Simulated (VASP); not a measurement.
# Hf (P6_3/mmc) in VASP: notebook, part 2 of 2

VASP 6.6.1. The steps go on from the part before.

### 3 Relaxation of shape and atoms at fixed volume, PBEsol (13.83 Å³/atom)

This run uses another cell than the first one, of 13.83 Å³/atom.

Contents of INCAR:

```
SYSTEM = Hf
  ALGO = Fast
  EDIFF = 1E-6
  EDIFFG = -0.01
  ENCUT = 600
  GGA = PS
  IBRION = 2
  ISIF = 4
  ISMEAR = 0
  LASPH = .TRUE.
  LCHARG = .FALSE.
  LREAL = .FALSE.
  LWAVE = .FALSE.
  NELM = 100
  NSW = 60
  PREC = Accurate
  SIGMA = 0.05
```

Contents of KPOINTS:

```
k-points
0
G
  20 20 10
  0 0 0
```

Contents of POSCAR:

```
Hf
1.0
    2.6782052231      0.0000000000      0.0000000000
   -1.3391026115      2.3193937597      0.0000000000
    0.0000000000      0.0000000000      4.4514297257
Hf
2
Direct
    0.3333333333      0.6666666667      0.2500000000
    0.6666666667      0.3333333333      0.7500000000
```

Potentials or basis: VASP PAW PBE potentials, release 64 (Hf_pv).

Started as:

```bash
> cat potpaw_PBE.64/Hf_pv/POTCAR > POTCAR
> mpirun -np 1 vasp_std > vasp.out
```

OUTCAR:

```text
SYSTEM = Hf
   EDIFF = 1E-6
   EDIFFG = -0.01
   ENCUT = 600
   GGA = PS
   IBRION = 2
   ISIF = 4
   ISMEAR = 0
   LASPH = .TRUE.
   LREAL = .FALSE.
   NELM = 100
   NSW = 60
   PREC = Accurate

 ion  position               nearest neighbor table
   1  0.333  0.667  0.250-   2 2.71   2 2.71   2 2.71   2 2.71   2 2.71   2 2.71   2 3.81   2 3.81
                             2 3.81   2 3.81   2 3.81   2 3.81
   2  0.667  0.333  0.750-   1 2.71   1 2.71   1 2.71   1 2.71   1 2.71   1 2.71   1 3.81   1 3.81
                             1 3.81   1 3.81   1 3.81   1 3.81

  LATTYP: Found a hexagonal cell.
 ALAT       =     2.6782052231
 C/A-ratio  =     1.6620943337

  Lattice vectors:

 A1 = (   2.6782052231,   0.0000000000,   0.0000000000)
 A2 = (  -1.3391026115,   2.3193937597,   0.0000000000)
 A3 = (   0.0000000000,   0.0000000000,   4.4514297257)

Analysis of symmetry for initial positions (statically):
=====================================================================
 Subroutine PRICEL returns:
 Original cell was already a primitive cell.

 Routine SETGRP: Setting up the symmetry group for a
 hexagonal supercell.

[... 278 lines left out ...]

 number of electron      19.9999999 magnetization

 Free energy of the ion-electron system (eV)
  ---------------------------------------------------
  ext. energy  EPLUGINS =         0.00000000
  ---------------------------------------------------
  free energy    TOTEN  =       -17.35914415 eV

  energy without entropy =      -17.35762528  energy(sigma->0) =      -17.35838471

 E-fermi :   8.5698     XC(G=0): -13.7997

 val. band max:        8.5671392386   @ k =   0.1000   0.0000   0.0000
 cond. band min:       8.5722702786   @ k =   0.1000   0.0500   0.2000
 fundamental gap:      0.0051310400
 Fermi energy:         8.5697927908

 k-point     1 :       0.0000    0.0000    0.0000
  band No.  band energies     occupation
      1     -23.1185      2.00000
      2     -19.9915      2.00000
      3     -19.9915      2.00000
      4     -19.8368      2.00000
      5     -19.6354      2.00000
      6     -19.6354      2.00000
      7       0.1248      2.00000
      8       3.2130      2.00000
      9       9.0548      0.00000
     10       9.8716      0.00000
     11       9.8716      0.00000
     12      11.0747      0.00000
     13      11.0747      0.00000
     14      11.7325      0.00000
[... 377 lines left out ...]
      1     -22.2189      2.00000
      2     -22.0558      2.00000
      3     -21.7237      2.00000
      4     -20.6552      2.00000
      5     -20.1588      2.00000
      6     -20.1378      2.00000
      7       4.0446      2.00000
      8       5.1702      2.00000
      9       5.9650      2.00000
     10       7.8797      2.00000
     11       9.4053      0.00000
     12       9.4418      0.00000
     13      11.2084      0.00000
     14      12.9644      0.00000

 [... further k-points ...]

------------------------ aborting loop because EDIFF is reached ----------------------------------------

  FORCE on cell =-STRESS in cart. coord.  units (eV):
  Direction    XX          YY          ZZ          XY          YZ          ZX
  --------------------------------------------------------------------------------------
  -------------------------------------------------------------------------------------
  Total       17.9006296     17.9006296     17.9010666      0.0000000      0.0000000      0.0000000
  in kB     1037.1964712   1037.1964711   1037.2217933      0.0000000      0.0000000      0.0000000
  external PRESSURE =    1037.2049119 kB  Pullay stress =       0.0000000 kB
[... 17 lines left out ...]
  FREE ENERGIE OF THE ION-ELECTRON SYSTEM (eV)
  ---------------------------------------------------
  free  energy   TOTEN  =       -17.3591441493 eV

  energy  without entropy=      -17.3576252799  energy(sigma->0) =      -17.35838471

 reached required accuracy - stopping structural energy minimisation
```

It took 81 s on 1 thread of Intel Xeon 6975P-C (Granite Rapids), shared host; peak memory 0.24 GiB.

What came out:

| Item | Value |
| --- | --- |
| Free energy | -17.3591 eV |
| Energy gained by relaxing | 2.7 meV/atom |
| Ionic steps | 4 |
| Pressure after relaxing | 103.7 GPa |
| Band gap on the k mesh | zero (bands 10 and 11 overlap by 1.92 eV) |

Step by step:
| step | energy change (eV) | largest force (eV/Å) | pressure (GPa) | volume (Å³) |
| --- | --- | --- | --- | --- |
| 1 | 0.0000 | 0.0000 | 104.59 | 27.65 |
| 2 | -0.0052 | 0.0000 | 103.80 | 27.65 |
| 3 | -0.0054 | 0.0000 | 103.71 | 27.65 |
| 4 | -0.0054 | 0.0000 | 103.72 | 27.65 |

Final structure:
```cif
data_structure
_symmetry_space_group_name_H-M 'P 1'
_symmetry_Int_Tables_number 1
_cell_length_a 2.6602
_cell_length_b 2.6602
_cell_length_c 4.5118
_cell_angle_alpha 90.000
_cell_angle_beta 90.000
_cell_angle_gamma 120.000
_cell_volume 27.65
loop_
_atom_site_label
_atom_site_type_symbol
_atom_site_fract_x
_atom_site_fract_y
_atom_site_fract_z
_atom_site_occupancy
Hf1 Hf 0.33333 0.66667 0.25000 1
Hf2 Hf 0.66667 0.33333 0.75000 1
```

Levels at points of the mesh, in eV from the Fermi level:
| k point | band 7 | band 8 | band 9 | band 10 | band 11 | band 12 | band 13 | band 14 |
| --- | --- | --- | --- | --- | --- | --- | --- | --- |
| (0.00, 0.00, 0.00) | -8.44 | -5.36 | 0.49 | 1.30 | 1.30 | 2.50 | 2.50 | 3.16 |
| (0.50, 0.00, 0.00) | -5.11 | -4.36 | -4.27 | 1.07 | 1.14 | 1.52 | 2.41 | 10.33 |
| (0.00, 0.00, 0.50) | -5.75 | -5.75 | -0.20 | -0.20 | 1.31 | 1.31 | 1.31 | 1.31 |
| (0.50, 0.00, 0.50) | -5.38 | -5.38 | -2.71 | -2.71 | 4.27 | 4.27 | 4.30 | 4.30 |

Caveat: the PAW data sets were made with another functional, which shifts forces and pressure a little; spin-orbit coupling is left out, which moves the levels of the heavy elements.
